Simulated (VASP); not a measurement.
# Au (Im-3m) in VASP: a series of runs

Runs on Au. Level: PBE. Tasks: single point, relaxation of cell and atoms.

All numbers are computed with VASP 6.6.1; they aren't measurements. Logs are shortened: lines on timing, memory, paths and dates and some standing lists are left out, and cuts for length are marked.

### 1 The cell of the first run

The structure is cubic, space group Im-3m (No. 229). Conventional cell: a = 2.805 Å, b = 2.805 Å, c = 2.805 Å, α = 90.00°, β = 90.00°, γ = 90.00°. Within 3.2 Å of Au (site symmetry m-3m) lie 14 Au at 2.43 to 2.80 Å.

### 2 Single point, PBE

INCAR

```
SYSTEM = Au
PREC = Accurate
ENCUT = 520
EDIFF = 1E-6
ISMEAR = -1
SIGMA = 0.1
LREAL = .FALSE.
LASPH = .TRUE.
NELM = 60
ALGO = Normal
ISIF = 2
LWAVE = .FALSE.
LCHARG = .FALSE.
GGA = PE
NBANDS = 12
```

KPOINTS

```
regular mesh
0
G
  19 19 19
  0 0 0
```

POSCAR

```
Au
1.0
   -1.4023264559      1.4023264559      1.4023264559
    1.4023264559     -1.4023264559      1.4023264559
    1.4023264559      1.4023264559     -1.4023264559
Au
1
Direct
    0.0000000000      0.0000000000      0.0000000000
```

Potentials or basis: VASP PAW PBE potentials, release 64 (Au).

Command:

```
$ cat potpaw_PBE.64/Au/POTCAR > POTCAR
$ mpirun -np 1 vasp_std > vasp.out
```

OUTCAR:

```text
SYSTEM = Au
   PREC = Accurate
   ENCUT = 520
   EDIFF = 1E-6
   ISMEAR = -1
   LREAL = .FALSE.
   LASPH = .TRUE.
   NELM = 60
   ISIF = 2
   GGA = PE

 ion  position               nearest neighbor table
   1  0.000  0.000  0.000-

  LATTYP: Found a body centered cubic cell.
 ALAT       =     2.8046529118

  Lattice vectors:

 A1 = (  -1.4023264559,   1.4023264559,   1.4023264559)
 A2 = (   1.4023264559,  -1.4023264559,   1.4023264559)
 A3 = (   1.4023264559,   1.4023264559,  -1.4023264559)

Analysis of symmetry for initial positions (statically):
=====================================================================
 Subroutine PRICEL returns:
 Original cell was already a primitive cell.

 Routine SETGRP: Setting up the symmetry group for a
 body centered cubic supercell.

 Subroutine GETGRP returns: Found 48 space group operations
 (whereof 48 operations were pure point group operations)
 out of a pool of 48 trial point group operations.

The static configuration has the point symmetry O_h .

Analysis of symmetry for dynamics (positions and initial velocities):
=====================================================================
 Subroutine PRICEL returns:
 Original cell was already a primitive cell.

 Routine SETGRP: Setting up the symmetry group for a
 body centered cubic supercell.

 Subroutine GETGRP returns: Found 48 space group operations
 (whereof 48 operations were pure point group operations)
 out of a pool of 48 trial point group operations.

The dynamic configuration has the point symmetry O_h .

 Subroutine INISYM returns: Found 48 space group operations
 (whereof 48 operations are pure point group operations),
 and found     1 'primitive' translations

----------------------------------------------------------------------------------------

                                     Primitive cell

  volume of cell :      11.0308

  direct lattice vectors                    reciprocal lattice vectors
    -1.402326456  1.402326456  1.402326456     0.000000000  0.356550358  0.356550358
     1.402326456 -1.402326456  1.402326456     0.356550358  0.000000000  0.356550358
     1.402326456  1.402326456 -1.402326456     0.356550358  0.356550358  0.000000000

  length of vectors
     2.428900670  2.428900670  2.428900670     0.504238352  0.504238352  0.504238352

[... 76 lines left out ...]
   ENCUT  =  520.0 eV  38.22 Ry    6.18 a.u.   4.52  4.52  4.52*2*pi/ulx,y,z
   NELM   =     60;   NELMIN=  2; NELMDL= -5     # of ELM steps
   EDIFF  = 0.1E-05   stopping-criterion for ELM
   LREAL  =      F    real-space projection
   EDIFFG = 0.1E-04   stopping-criterion for IOM
   NSW    =      0    number of steps for IOM
   IBRION =     -1    ionic relax: 0-MD 1-quasi-New 2-CG
   NFREE  =      0    steps in history (QN), initial steepest desc. (CG)
   ISIF   =      2    stress and relaxation
   ISYM   =      2    0-nonsym 1-usesym 2-fastsym
   POTIM  = 0.5000    time-step for ionic-motion
   TEBEG  =    0.0;   TEEND  =   0.0 temperature during run
   PSTRESS=    0.0 pullay stress
   NELECT =      11.0000    total number of electrons
   NUPDOWN=      -1.0000    fix difference up-down
   EMIN   =  10.00;   EMAX   =-10.00  energy-range for DOS
   EFERMI =   0.00;   METHOD = LEGACY
   ISMEAR =    -1;   SIGMA  =   0.10  broadening in eV -4-tet -1-fermi 0-gaus
   EFERMI_NEDOS =   21; number of points for ismear=-14 and -15
   IALGO  =     38    algorithm
   IMIX   =      4    mixing-type and parameters
     AMIX     =   0.40;   BMIX     =  1.00
     AMIX_MAG =   1.60;   BMIX_MAG =  1.00
  volume/ion in A,a.u.               =      11.03        74.44
  Fermi-wavevector in a.u.,A,eV,Ry     =   1.635573  3.090785 36.396932  2.675099
  Thomas-Fermi vector in A             =   2.727023
   LORBIT       =      0    0 simple, 1 ext, 2 COOP (PROOUT), +10 PAW based schemes
   GGA     = PE    functional components
   LHFCALC =     F    Hartree Fock is set to
   AEXX    =    0.0000 exact exchange contribution
   IVDW    =     0    specifies the selected vdW correction
   LEPSILON=     F    determine dielectric tensor
   LRPA    =     F    only Hartree local field effects (RPA)
 non-spin polarized calculation
  energy-cutoff  :      520.00
  volume of cell :       11.03
 maximum number of plane-waves:       321
 NGX is ok and might be reduce to    18
   NGX =  9   NGY =  9   NGZ =  9

 number of electron      11.0000000 magnetization

 Free energy of the ion-electron system (eV)
  ---------------------------------------------------
  ext. energy  EPLUGINS =         0.00000000
  ---------------------------------------------------
  free energy    TOTEN  =         0.29785498 eV

  energy without entropy =        0.30552574  energy(sigma->0) =        0.30169036

 E-fermi :  19.1421     XC(G=0): -15.4639

 val. band max:       19.1303622856   @ k =   0.3158   0.1579   0.0000
 cond. band min:      19.1449965560   @ k =  -0.3684   0.4737   0.0526
 fundamental gap:      0.0146342704
 Fermi energy:        19.1421364520

 k-point     1 :       0.0000    0.0000    0.0000
  band No.  band energies     occupation
      1       3.3170      2.00000
      2      10.5526      2.00000
      3      10.5526      2.00000
      4      10.5526      2.00000
      5      14.3086      2.00000
      6      14.3086      2.00000
      7      34.1725      0.00000
      8      34.1725      0.00000
      9      34.1725      0.00000
     10      48.8967      0.00000
     11      48.8967      0.00000
     12      51.8340      0.00000
[... 331 lines left out ...]
 k-point    24 :       0.3158    0.1053    0.0000
  band No.  band energies     occupation
      1       6.7743      2.00000
      2       8.7408      2.00000
      3      11.9026      2.00000
      4      13.9272      2.00000
      5      15.0237      2.00000
      6      17.3485      2.00000
      7      29.3783      0.00000
      8      32.0812      0.00000
      9      37.2877      0.00000
     10      42.3555      0.00000
     11      45.7068      0.00000
     12      47.8330      0.00000

 [... further k-points ...]
[... 5 lines left out ...]
  --------------------------------------------------------------------------------------
  -------------------------------------------------------------------------------------
  Total       18.6488418     18.6488418     18.6488418      0.0000000      0.0000000      0.0000000
  in kB     2708.6636163   2708.6636163   2708.6636163      0.0000000      0.0000000      0.0000000
  external PRESSURE =    2708.6636163 kB  Pullay stress =       0.0000000 kB

 VOLUME and BASIS-vectors are now :
 -----------------------------------------------------------------------------
  energy-cutoff  :      520.00
  volume of cell :       11.03
      direct lattice vectors                 reciprocal lattice vectors
    -1.402326456  1.402326456  1.402326456     0.000000000  0.356550358  0.356550358
     1.402326456 -1.402326456  1.402326456     0.356550358  0.000000000  0.356550358
     1.402326456  1.402326456 -1.402326456     0.356550358  0.356550358  0.000000000

 POSITION                                       TOTAL-FORCE (eV/Angst)
 -----------------------------------------------------------------------------------
      0.00000      0.00000      0.00000         0.000000     -0.000000     -0.000000
 -----------------------------------------------------------------------------------
    total drift:                                0.000000      0.000000      0.000000

  FREE ENERGIE OF THE ION-ELECTRON SYSTEM (eV)
  ---------------------------------------------------
  free  energy   TOTEN  =         0.2978549792 eV

  energy  without entropy=        0.3055257442  energy(sigma->0) =        0.30169036
```

OSZICAR:

```text
N       E                     dE             d eps       ncg     rms          rms(c)
DAV:   1     0.565628611416E+02    0.56563E+02   -0.58613E+03  5384   0.860E+02
DAV:   2     0.785865447375E+00   -0.55777E+02   -0.53559E+02  6412   0.214E+02
DAV:   3     0.403916694670E-01   -0.74547E+00   -0.74483E+00  6428   0.225E+01
DAV:   4     0.385427261839E-01   -0.18489E-02   -0.18489E-02  6420   0.130E+00
DAV:   5     0.385348681499E-01   -0.78580E-05   -0.78572E-05  6452   0.754E-02    0.348E+01
DAV:   6     0.220757096415E+00    0.18222E+00   -0.13683E-01  6324   0.338E+00    0.206E+01
DAV:   7     0.295099568001E+00    0.74342E-01   -0.10623E-01  6240   0.294E+00    0.129E+00
DAV:   8     0.297874788723E+00    0.27752E-02   -0.96118E-03  6144   0.949E-01    0.116E-01
DAV:   9     0.297860268226E+00   -0.14520E-04   -0.32565E-05  6284   0.566E-02    0.203E-02
DAV:  10     0.297855127753E+00   -0.51405E-05   -0.24471E-06  6588   0.110E-02    0.328E-03
DAV:  11     0.297854979181E+00   -0.14857E-06   -0.75490E-08  3532   0.259E-03
   1 F= 0.29785498E+00 E0= 0.30169036E+00  d E =-.767077E-02
```

stdout:

```text
POSCAR found type information on POSCAR Au
 POSCAR found :  1 types and       1 ions
 scaLAPACK will be used
 LDA part: xc-table for (Slater+PW92), standard interpolation
 POSCAR, INCAR and KPOINTS ok, starting setup
 FFT: planning ... GRIDC
 FFT: planning ... GRID_SOFT
 FFT: planning ... GRID
 WAVECAR not read
 entering main loop
```

Wall time 12 s (1 thread of Intel Xeon Platinum 8488C (Sapphire Rapids), shared host); peak memory 0.14 GiB.

What came out:

```
Free energy : 0.2979 eV
Pressure    : 270.9 GPa
```

Levels at points of the mesh, in eV from the Fermi level:
```
           k point  band 2  band 3  band 4  band 5  band 6  band 7  band 8  band 9  band 10  band 11
(0.00, 0.00, 0.00)   -8.59   -8.59   -8.59   -4.83   -4.83   15.03   15.03   15.03    29.75    29.75
```

Caveat: spin-orbit coupling is left out, which moves the levels of the heavy elements.

### 3 Relaxation of cell and atoms, PBE, target pressure 270 GPa, at which the enthalpy is minimised

INCAR

```
SYSTEM = Au
PREC = Accurate ; ENCUT = 600
EDIFF = 1E-7 ; ISMEAR = -1
SIGMA = 0.1 ; LREAL = .FALSE.
LASPH = .TRUE. ; NELM = 100
ALGO = Normal ; ISIF = 3
LWAVE = .FALSE. ; LCHARG = .FALSE.
GGA = PE ; IBRION = 2
NSW = 60 ; EDIFFG = -0.005
PSTRESS = 2700.0
```

KPOINTS is that of step 2.

POSCAR

```
Au
1.0
   -1.4032104991      1.4032104991      1.4032104991
    1.4032104991     -1.4032104991      1.4032104991
    1.4032104991      1.4032104991     -1.4032104991
Au
1
Direct
    0.0000000000      0.0000000000      0.0000000000
```

Potentials or basis: VASP PAW PBE potentials, release 64 (Au).

Command:

```
$ cat potpaw_PBE.64/Au/POTCAR > POTCAR
$ mpirun -np 1 vasp_std > vasp.out
```

OUTCAR:

```text
SYSTEM = Au
   PREC = Accurate
   ENCUT = 600
   EDIFF = 1E-7
   ISMEAR = -1
   LREAL = .FALSE.
   LASPH = .TRUE.
   NELM = 100
   ISIF = 3
   GGA = PE
   IBRION = 2
   NSW = 60
   EDIFFG = -0.005
   PSTRESS = 2700.0

 ion  position               nearest neighbor table
   1  0.000  0.000  0.000-

  LATTYP: Found a body centered cubic cell.
 ALAT       =     2.8064209982

  Lattice vectors:

 A1 = (  -1.4032104991,   1.4032104991,   1.4032104991)
 A2 = (   1.4032104991,  -1.4032104991,   1.4032104991)
 A3 = (   1.4032104991,   1.4032104991,  -1.4032104991)

Analysis of symmetry for initial positions (statically):
=====================================================================
 Subroutine PRICEL returns:
 Original cell was already a primitive cell.

[... 247 lines left out ...]
  free energy    TOTEN  =         0.28303807 eV

  energy without entropy =        0.29071335  energy(sigma->0) =        0.28687571

 E-fermi :  19.1193     XC(G=0): -15.4584

 val. band max:       19.1074859992   @ k =   0.3158   0.1579   0.0000
 cond. band min:      19.1223014994   @ k =  -0.3684   0.4737   0.0526
 fundamental gap:      0.0148155002
 Fermi energy:        19.1193409551

 k-point     1 :       0.0000    0.0000    0.0000
  band No.  band energies     occupation
      1       3.3080      2.00000
      2      10.5395      2.00000
      3      10.5395      2.00000
      4      10.5395      2.00000
      5      14.2910      2.00000
      6      14.2910      2.00000
      7      34.1561      0.00000
      8      34.1561      0.00000
      9      34.1561      0.00000
[... 265 lines left out ...]
 k-point    24 :       0.3158    0.1053    0.0000
  band No.  band energies     occupation
      1       6.7648      2.00000
      2       8.7299      2.00000
      3      11.8878      2.00000
      4      13.9099      2.00000
      5      15.0048      2.00000
      6      17.3273      2.00000
      7      29.3500      0.00000
      8      32.0608      0.00000
      9      37.2577      0.00000

 [... further k-points ...]
[... 5 lines left out ...]
  --------------------------------------------------------------------------------------
  -------------------------------------------------------------------------------------
  Total       18.6047300     18.6047300     18.6047300     -0.0000000     -0.0000000      0.0000000
  in kB     2700.1103402   2700.1103402   2700.1103402     -0.0000000     -0.0000000      0.0000000
  external PRESSURE =       0.1103402 kB  Pullay stress =    2700.0000000 kB
[... 20 lines left out ...]
  energy  without entropy=        0.2907133498  energy(sigma->0) =        0.28687571

  enthalpy is  TOTEN    =        18.8870078022 eV   P V=       18.6039697347

 reached required accuracy - stopping structural energy minimisation
```

OSZICAR:

```text
N       E                     dE             d eps       ncg     rms          rms(c)
DAV:   1     0.544948852378E+02    0.54495E+02   -0.68390E+03  4072   0.131E+03
DAV:   2     0.402698609714E+00   -0.54092E+02   -0.52554E+02  4184   0.245E+02
DAV:   3     0.450063645428E-02   -0.39820E+00   -0.39771E+00  4455   0.215E+01
[... 21 lines left out ...]
DAV:   3     0.283019295214E+00    0.16682E-02   -0.66286E-03  4101   0.866E-01    0.309E-01
DAV:   4     0.283038766605E+00    0.19471E-04   -0.15821E-04  4336   0.139E-01    0.164E-02
DAV:   5     0.283038203011E+00   -0.56359E-06   -0.16620E-06  4385   0.133E-02    0.266E-03
DAV:   6     0.283038025786E+00   -0.17723E-06   -0.82521E-08  3382   0.287E-03    0.100E-03
DAV:   7     0.283038067501E+00    0.41715E-07   -0.48896E-09  2021   0.632E-04
   3 F= 0.18887008E+02 E0= 0.18890845E+02  d E =-.547649E-04
```

Wall time 25 s (1 thread of Intel Xeon Platinum 8488C (Sapphire Rapids), shared host); peak memory 0.16 GiB.

Results:

```
Free energy                                            : 0.2830 eV
Relaxed volume                                         : 11.04 Å³/atom
Relaxed cell                                           : a = 2.430 Å, b = 2.430 Å, c = 2.430 Å, α = 109.47°, β = 109.47°, γ = 109.47°
Space group after relaxing (to 0.05 Å)                 : Im-3m (No. 229)
Energy change on relaxing (the enthalpy is what falls) : +20.3 meV/atom
Ionic steps                                            : 3
Pressure after relaxing                                : 270.0 GPa
```

The path:
| step | energy change (eV) | largest force (eV/Å) | pressure (GPa) | volume (Å³) |
| --- | --- | --- | --- | --- |
| 1 | 0.0000 | 0.0000 | 268.60 | 11.05 |
| 2 | 0.2662 | 0.0000 | 286.94 | 10.90 |
| 3 | 0.0203 | 0.0000 | 270.01 | 11.04 |

Final structure:
```cif
data_structure
_symmetry_space_group_name_H-M 'P 1'
_symmetry_Int_Tables_number 1
_cell_length_a 2.4295
_cell_length_b 2.4295
_cell_length_c 2.4295
_cell_angle_alpha 109.471
_cell_angle_beta 109.471
_cell_angle_gamma 109.471
_cell_volume 11.04
loop_
_atom_site_label
_atom_site_type_symbol
_atom_site_fract_x
_atom_site_fract_y
_atom_site_fract_z
_atom_site_occupancy
Au1 Au 0.00000 0.00000 0.00000 1
```

Caveat: the cell is relaxed towards a set pressure, so the enthalpy falls and the energy may rise; spin-orbit coupling is left out, which moves the levels of the heavy elements.

(Part 1 of 2 ends here.)
